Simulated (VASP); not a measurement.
# KMgF3 in VASP: notebook, part 2 of 2

VASP 6.6.1. The steps go on from the part before.

## Step 3: Single point, PBE

This run uses another cell than the first one, of 13.47 Å³/atom.

INCAR

```
PREC = Accurate
ENCUT = 600
EDIFF = 1E-6
ISMEAR = 0
SIGMA = 0.15
LREAL = F
LASPH = T
NELM = 120
ALGO = Normal
ISIF = 2
LWAVE = F
LCHARG = T
GGA = PE
LELF = T
LVHAR = T
NBANDS = 24
GGA_COMPAT = F
```

KPOINTS

```
regular mesh
0
Gamma
  3 3 3
```

POSCAR

```
KMgF3
1.0
    4.0690537632      0.0000000000      0.0000000000
    0.0000000000      4.0690537632      0.0000000000
    0.0000000000      0.0000000000      4.0691854068
K Mg F
1 1 3
Direct
    0.5000000000      0.5000000000      0.9878307258
    0.0000000000      0.0000000000      0.4875736025
    0.5000000000      0.0000000000      0.4875067880
    0.0000000000      0.0000000000      0.9875450757
    0.0000000000      0.5000000000      0.4875067880
```

Potentials or basis: VASP PAW PBE potentials, release 64 (K_sv, Mg, F).

Started as:

```
cat potpaw_PBE.64/K_sv/POTCAR potpaw_PBE.64/Mg/POTCAR potpaw_PBE.64/F/POTCAR > POTCAR
mpirun -np 1 vasp_std > vasp.out
```

OUTCAR:

```text
PREC = Accurate
   ENCUT = 600
   EDIFF = 1E-6
   ISMEAR = 0
   LREAL = F
   LASPH = T
   NELM = 120
   ISIF = 2
   GGA = PE

 ion  position               nearest neighbor table
   1  0.500  0.500  0.988-   2 3.52   2 3.52   2 3.52   2 3.52   2 3.52   2 3.52   2 3.52   2 3.52

   2  0.000  0.000  0.488-   4 2.03   3 2.03   5 2.03   5 2.03   3 2.03   4 2.03   1 3.52   1 3.52
                             1 3.52   1 3.52   1 3.52   1 3.52   1 3.52   1 3.52
   3  0.500  0.000  0.488-   2 2.03   2 2.03
   4  0.000  0.000  0.988-   2 2.03   2 2.03
   5  0.000  0.500  0.488-   2 2.03   2 2.03

  LATTYP: Found a simple tetragonal cell.
 ALAT       =     4.0690537632
 C/A-ratio  =     1.0000323524

  Lattice vectors:

 A1 = (   4.0690537632,   0.0000000000,   0.0000000000)
 A2 = (   0.0000000000,   4.0690537632,   0.0000000000)
 A3 = (   0.0000000000,   0.0000000000,   4.0691854068)

Analysis of symmetry for initial positions (statically):
=====================================================================
 Subroutine PRICEL returns:
 Original cell was already a primitive cell.

[... 158 lines left out ...]

 val. band max:       -2.0520891199   @ k =   0.3333   0.3333   0.3333
 cond. band min:       4.9477831956   @ k =   0.0000   0.0000   0.0000
 fundamental gap:      6.9998723156
 Fermi energy:        -1.3153186237

 k-point     1 :       0.0000    0.0000    0.0000
  band No.  band energies     occupation
      1     -27.6870      2.00000
      2     -21.8654      2.00000
      3     -21.2903      2.00000
      4     -21.2902      2.00000
      5     -11.1711      2.00000
      6     -11.1711      2.00000
[... 151 lines left out ...]
     23      12.3828      0.00000
     24      13.1716      0.00000

------------------------ aborting loop because EDIFF is reached ----------------------------------------

  FORCE on cell =-STRESS in cart. coord.  units (eV):
  Direction    XX          YY          ZZ          XY          YZ          ZX
  --------------------------------------------------------------------------------------
  -------------------------------------------------------------------------------------
  Total       -0.5193320     -0.5193320     -0.5203946      0.0000000      0.0000000      0.0000000
  in kB      -12.3498403    -12.3498403    -12.3751080      0.0000000      0.0000000      0.0000000
  external PRESSURE =     -12.3582629 kB  Pullay stress =       0.0000000 kB

 VOLUME and BASIS-vectors are now :
 -----------------------------------------------------------------------------
  energy-cutoff  :      600.00
  volume of cell :       67.37
      direct lattice vectors                 reciprocal lattice vectors
     4.069053763  0.000000000  0.000000000     0.245757382  0.000000000  0.000000000
     0.000000000  4.069053763  0.000000000     0.000000000  0.245757382  0.000000000
     0.000000000  0.000000000  4.069185407     0.000000000  0.000000000  0.245749431

 POSITION                                       TOTAL-FORCE (eV/Angst)
 -----------------------------------------------------------------------------------
      2.03453      2.03453      4.01967        -0.000000     -0.000000     -0.002272
      0.00000      0.00000      1.98403        -0.000000      0.000000      0.000013
      2.03453      0.00000      1.98376        -0.000000      0.000000      0.000910
      0.00000      0.00000      4.01850         0.000000      0.000000      0.000439
      0.00000      2.03453      1.98376        -0.000000      0.000000      0.000910
 -----------------------------------------------------------------------------------
    total drift:                                0.000000      0.000000      0.000789

  FREE ENERGIE OF THE ION-ELECTRON SYSTEM (eV)
  ---------------------------------------------------
  free  energy   TOTEN  =       -24.4550988545 eV

  energy  without entropy=      -24.4550988545  energy(sigma->0) =      -24.45509885
```

OSZICAR:

```text
N       E                     dE             d eps       ncg     rms          rms(c)
DAV:   1     0.218335834320E+03    0.21834E+03   -0.17783E+04   288   0.141E+03
DAV:   2    -0.145381820125E+02   -0.23287E+03   -0.22457E+03   344   0.345E+02
DAV:   3    -0.260571922570E+02   -0.11519E+02   -0.11444E+02   416   0.714E+01
DAV:   4    -0.266756226902E+02   -0.61843E+00   -0.61836E+00   384   0.933E+00
DAV:   5    -0.266786532677E+02   -0.30306E-02   -0.30306E-02   384   0.769E-01    0.893E+00
DAV:   6    -0.244523445819E+02    0.22263E+01   -0.73889E+00   344   0.186E+01    0.371E+00
DAV:   7    -0.244578584876E+02   -0.55139E-02   -0.38003E-01   328   0.289E+00    0.231E+00
DAV:   8    -0.244568421280E+02    0.10164E-02   -0.91978E-02   336   0.275E+00    0.413E-01
DAV:   9    -0.244550822834E+02    0.17598E-02   -0.26327E-02   376   0.109E+00    0.173E-01
DAV:  10    -0.244551105420E+02   -0.28259E-04   -0.15117E-03   328   0.256E-01    0.895E-02
DAV:  11    -0.244551137954E+02   -0.32535E-05   -0.87006E-05   328   0.766E-02    0.347E-02
DAV:  12    -0.244550984856E+02    0.15310E-04   -0.75146E-05   328   0.560E-02    0.199E-03
DAV:  13    -0.244550988545E+02   -0.36895E-06   -0.17376E-06   312   0.864E-03
   1 F= -.24455099E+02 E0= -.24455099E+02  d E =-.948030E-12
```

Wall time 14 s (1 thread of Intel Xeon Platinum 8488C (Sapphire Rapids), shared host); peak memory 0.2 GiB.

Results:

```yaml
Free_energy: -24.4551 eV
Pressure: -1.2 GPa
Band_gap_on_the_k_mesh: 7.00 eV (least direct gap 7.17 eV)
```

Forces in eV/Å, atoms in the order of the input:
```
K    0.000  0.000 -0.002
Mg   0.000  0.000  0.000
F    0.000  0.000  0.001
F    0.000  0.000  0.000
F    0.000  0.000  0.001
```

Levels at points of the mesh, in eV from the valence-band top:
| k point | band 13 | band 14 | band 15 | band 16 | band 17 | band 18 | band 19 | band 20 |
| --- | --- | --- | --- | --- | --- | --- | --- | --- |
| (0.00, 0.00, 0.00) | -0.42 | -0.17 | -0.17 | -0.17 | 7.00 | 10.14 | 10.14 | 12.22 |

Caveat: the k points lie up to 0.51 Å⁻¹ apart; an odd mesh through Γ misses points on the zone boundary, where band edges can lie.

## Step 4: Single point, PBE

This run uses another cell than the first one, of 19.28 Å³/atom.

INCAR

```
SYSTEM = KMgF3
PREC = Accurate
ENCUT = 600
EDIFF = 1E-6
ISMEAR = 0
SIGMA = 0.15
LREAL = .False.
LASPH = .True.
NELM = 120
ALGO = Normal
ISIF = 2
LWAVE = .False.
LCHARG = .False.
GGA = PE
NBANDS = 24
GGA_COMPAT = .False.
```

KPOINTS

```
Automatic mesh
0
Gamma
  3 3 3
  0 0 0
```

POSCAR

```
KMgF3
1.0
    4.5851298392      0.0000000000      0.0000000000
    0.0000000000      4.5851298392      0.0000000000
    0.0000000000      0.0000000000      4.5851298392
K Mg F
1 1 3
Direct
    0.5000000000      0.5000000000      0.5000000000
    0.0000000000      0.0000000000      0.0000000000
    0.5000000000      0.5000000000      0.0000000000
    0.5000000000      0.0000000000      0.5000000000
    0.0000000000      0.5000000000      0.5000000000
```

Started as:

```
cat potpaw_PBE.64/K_sv/POTCAR potpaw_PBE.64/Mg/POTCAR potpaw_PBE.64/F/POTCAR > POTCAR
mpirun -np 1 vasp_std > vasp.out
```

Wall time 12 s (1 thread of Intel Xeon Platinum 8488C (Sapphire Rapids), shared host); peak memory 0.24 GiB.

Results (log left out):

- Free energy: -16.4747 eV
- Pressure: 1.0 GPa
- Band gap on the k mesh: 0.24 eV

Levels at points of the mesh, in eV from the valence-band top:
```
           k point  band 12  band 13  band 14  band 15  band 16  band 17  band 18  band 19  band 20  band 21
(0.00, 0.00, 0.00)    -1.10    -1.10     0.00     0.00     0.00     0.24     7.44     7.44     7.44     8.67
```

Caveat: the k points lie up to 0.46 Å⁻¹ apart.

## Step 5: Overview

| cell | gap on the mesh (eV) | pressure (GPa) |
| --- | --- | --- |
| a = 4.052 Å, 5 atoms, atomic positions A | 7.09 | -0.4 |
| a = 4.069 Å, 5 atoms, atomic positions A | 7.00 | -1.2 |
| a = 4.585 Å, 5 atoms, atomic positions B | 0.24 | 1.0 |

Alike in all rows: task single point; level PBE; potentials or basis VASP PAW PBE potentials, release 64 (K_sv, Mg, F); no spin polarisation; k mesh 3 × 3 × 3; cutoff (eV) 600; smearing gaussian 0.15 eV.

Caveats: all runs use coarse meshes; an odd mesh through Γ misses points on the zone boundary, where band edges can lie (at least some runs).

Total energies depend on the potentials used, so only differences within one code and one set of settings carry meaning.
